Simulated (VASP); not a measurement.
# Os (Pm-3m) in VASP: a series of runs, part 3 of 3

VASP 6.6.1. The steps go on from the part before.

## Step 5: Single point, LDA, non-collinear spin, zero start, spin-orbit coupling

INCAR reads:

```
PREC = Accurate
ENCUT = 520
EDIFF = 1E-7
ISMEAR = -1
SIGMA = 0.1
LREAL = False
LASPH = True
NELM = 150
ALGO = Normal
ISIF = 2
LWAVE = False
LCHARG = False
MAGMOM = 0 0 0
LORBIT = 11
LSORBIT = True
GGA_COMPAT = False
LORBMOM = True
LMAXMIX = 4
GGA = CA
NBANDS = 19
```

KPOINTS reads:

```
regular mesh
0
Gamma
  12 12 12
```

POSCAR reads:

```
Os
1.0
    2.5170771292      0.0000000000      0.0000000000
    0.0000000000      2.5170771292      0.0000000000
    0.0000000000      0.0000000000      2.5170771292
Os
1
Direct
    0.0000000000      0.0000000000      0.0000000000
```

Potentials or basis: VASP PAW LDA potentials, release 64 (Os).

Run with:

```
$ cat potpaw_LDA.64/Os/POTCAR > POTCAR
$ mpirun -np 1 vasp_ncl > vasp.out
```

OUTCAR:

```text
PREC = Accurate
   ENCUT = 520
   EDIFF = 1E-7
   ISMEAR = -1
   LREAL = False
   LASPH = True
   NELM = 150
   ISIF = 2
   LORBIT = 11
   LSORBIT = True
   GGA = CA

 ion  position               nearest neighbor table
   1  0.000  0.000  0.000-

  LATTYP: Found a simple cubic cell.
 ALAT       =     2.5170771292

  Lattice vectors:

 A1 = (   2.5170771292,   0.0000000000,   0.0000000000)
 A2 = (   0.0000000000,   2.5170771292,   0.0000000000)
 A3 = (   0.0000000000,   0.0000000000,   2.5170771292)

Analysis of symmetry for initial positions (statically):
=====================================================================
 Subroutine PRICEL returns:
 Original cell was already a primitive cell.

 Routine SETGRP: Setting up the symmetry group for a
 simple cubic supercell.

 Subroutine GETGRP returns: Found 48 space group operations
 (whereof 48 operations were pure point group operations)
 out of a pool of 48 trial point group operations.

The static configuration has the point symmetry O_h .

Analysis of symmetry for dynamics (positions and initial velocities):
=====================================================================
 Subroutine PRICEL returns:
 Original cell was already a primitive cell.

[... 734 lines left out ...]
  free  energy   TOTEN  =       -11.4686149804 eV

  energy  without entropy=      -11.4277724230  energy(sigma->0) =      -11.44819370

 orbital moment (x)

 # of ion     p       d       tot
 ----------------------------------------
  1        -0.000  -0.000  -0.000
 ----------------------------------------
           -0.000  -0.000  -0.000

 orbital moment (y)

 # of ion     p       d       tot
 ----------------------------------------
  1         0.000   0.000   0.000
 ----------------------------------------
            0.000   0.000   0.000

 orbital moment (z)

 # of ion     p       d       tot
 ----------------------------------------
  1         0.000   0.000   0.000
 ----------------------------------------
            0.000   0.000   0.000

 Spin-Orbit-Coupling matrix elements

 Ion:    1  E_soc:     -0.7391166
 l=   1
     0.0000000    -0.0374968    -0.0374968
    -0.0374968     0.0000000    -0.0374968
    -0.0374968    -0.0374968     0.0000000
 l=   2
     0.0000000    -0.0202463     0.0000000    -0.0202463    -0.0654430
    -0.0202463     0.0000000    -0.0490823    -0.0202463    -0.0163608
     0.0000000    -0.0490823     0.0000000    -0.0490823     0.0000000
    -0.0202463    -0.0202463    -0.0490823     0.0000000    -0.0163608
    -0.0654430    -0.0163608     0.0000000    -0.0163608     0.0000000
 l=   3
     0.0000000     0.0000000     0.0000000     0.0000000     0.0000000     0.0000000     0.0000000
     0.0000000     0.0000000     0.0000000     0.0000000     0.0000000     0.0000000     0.0000000
     0.0000000     0.0000000     0.0000000     0.0000000     0.0000000     0.0000000     0.0000000
     0.0000000     0.0000000     0.0000000     0.0000000     0.0000000     0.0000000     0.0000000
     0.0000000     0.0000000     0.0000000     0.0000000     0.0000000     0.0000000     0.0000000
     0.0000000     0.0000000     0.0000000     0.0000000     0.0000000     0.0000000     0.0000000
     0.0000000     0.0000000     0.0000000     0.0000000     0.0000000     0.0000000     0.0000000

 total charge

# of ion       s       p       d       tot
------------------------------------------
    1        0.722   0.586   6.280   7.588

 magnetization (x)

# of ion       s       p       d       tot
------------------------------------------
    1       -0.000   0.000   0.000  -0.000

 magnetization (y)

# of ion       s       p       d       tot
------------------------------------------
    1        0.000   0.000  -0.000  -0.000

 magnetization (z)

# of ion       s       p       d       tot
------------------------------------------
    1       -0.000   0.000  -0.000  -0.000
```

OSZICAR:

```text
N       E                     dE             d eps       ncg     rms          rms(c)
DAV:   1     0.480136138982E+02    0.48014E+02   -0.35516E+03  3288   0.784E+02
DAV:   2    -0.988563304890E+01   -0.57899E+02   -0.49426E+02  3290   0.251E+02
DAV:   3    -0.119839285579E+02   -0.20983E+01   -0.20476E+01  3886   0.428E+01
DAV:   4    -0.119929633944E+02   -0.90348E-02   -0.90295E-02  3733   0.302E+00
DAV:   5    -0.119930009186E+02   -0.37524E-04   -0.37525E-04  3758   0.193E-01    0.207E+01
DAV:   6    -0.115714433146E+02    0.42156E+00   -0.27050E-01  3943   0.590E+00    0.991E+00
DAV:   7    -0.114743314619E+02    0.97112E-01   -0.13787E-01  4126   0.374E+00    0.405E+00
DAV:   8    -0.114710375108E+02    0.32940E-02   -0.36155E-03  3468   0.586E-01    0.101E+00
DAV:   9    -0.114687823126E+02    0.22552E-02   -0.27388E-03  3628   0.634E-01    0.212E-01
DAV:  10    -0.114686158754E+02    0.16644E-03   -0.11441E-04  3471   0.125E-01    0.329E-02
DAV:  11    -0.114686151034E+02    0.77203E-06   -0.76460E-07  4023   0.115E-02    0.177E-02
DAV:  12    -0.114686149712E+02    0.13219E-06   -0.34543E-07  3495   0.100E-02    0.179E-03
DAV:  13    -0.114686149804E+02   -0.92422E-08   -0.11525E-08  1920   0.939E-04
   1 F= -.11468615E+02 E0= -.11448194E+02  d E =-.408426E-01  mag=    -0.0000    -0.0000     0.0000
```

Run time: 19 s. Hardware: 1 thread of Intel Xeon 6975P-C (Granite Rapids), shared host; peak memory 0.17 GiB.

Results:

* Free energy: -11.4686 eV
* Pressure: 1.1 GPa
* Net moment: 0.00 μB per cell
* Valence electrons inside the program's atomic spheres: Os 7.59

Moments on the atoms (μB; x, y, z):
```
Os  0.00 0.00 0.00
```

## Step 6: The runs side by side

| task | spin | cell | k mesh | cutoff (eV) | gap on the mesh (eV) | pressure (GPa) |
| --- | --- | --- | --- | --- | --- | --- |
| single point | off | a = 2.517 Å, 1 atom | 14 × 14 × 14 | 520 | none | 0.5 |
| single point | off | a = 2.614 Å, 1 atom | 14 × 14 × 14 | 520 | none | -26.8 |
| relaxation of cell and atoms | off | relaxed from a = 2.472 Å, 1 atom | 13 × 13 × 13 | 600 | none | 0.0 |
| single point | non-collinear, zero start, SOC | a = 2.517 Å, 1 atom | 12 × 12 × 12 | 520 | - | 1.1 |

Alike in all rows: level LDA; potentials or basis VASP PAW LDA potentials, release 64 (Os); smearing fermi-dirac 0.1 eV.

Caveats: spin-orbit coupling is left out, which moves the levels of the heavy elements (some runs).

Absolute energies hang on the potentials; compare differences alone.
